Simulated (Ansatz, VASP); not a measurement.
# ZnSe: VASP beside Ansatz

```
CELL_PARAMETERS angstrom
0.00000 2.86592 2.86592
2.86592 0.00000 2.86592
2.86592 2.86592 0.00000
ATOMIC_POSITIONS crystal
Zn 0.00000 0.00000 0.00000
Se 0.25000 0.25000 0.25000
```

Alike in both runs: task relaxation of cell and atoms; functional PBE; dispersion D3(BJ); k mesh 8 × 8 × 8; occupations gaussian, width 0.02 eV; no spin polarisation.

|  | VASP | Ansatz |
| --- | --- | --- |
| version | VASP 6.6.1 | Ansatz 0.2.0 |
| potentials or method | VASP PAW PBE potentials, release 64 (Zn, Se), cutoff 500 eV | scalar-relativistic, plane waves, PAW |
| valence electrons in the cell | 18 | 28 |

|  | VASP | Ansatz | Ansatz less VASP |
| --- | --- | --- | --- |
| gap on the k mesh at the Fermi level, each at its own relaxed structure (eV) | 1.30 | 1.32 | +0.015 |
| relaxed volume (Å³/atom) | 22.69 | 22.59 | -0.096 |
| relaxed cell length with the largest relative difference (Å) | 4.003 | 3.998 | -0.0057 |

VASP's potentials hold 18 valence electrons a cell and Ansatz's 28, so a difference there can come from the potentials and not from the codes.
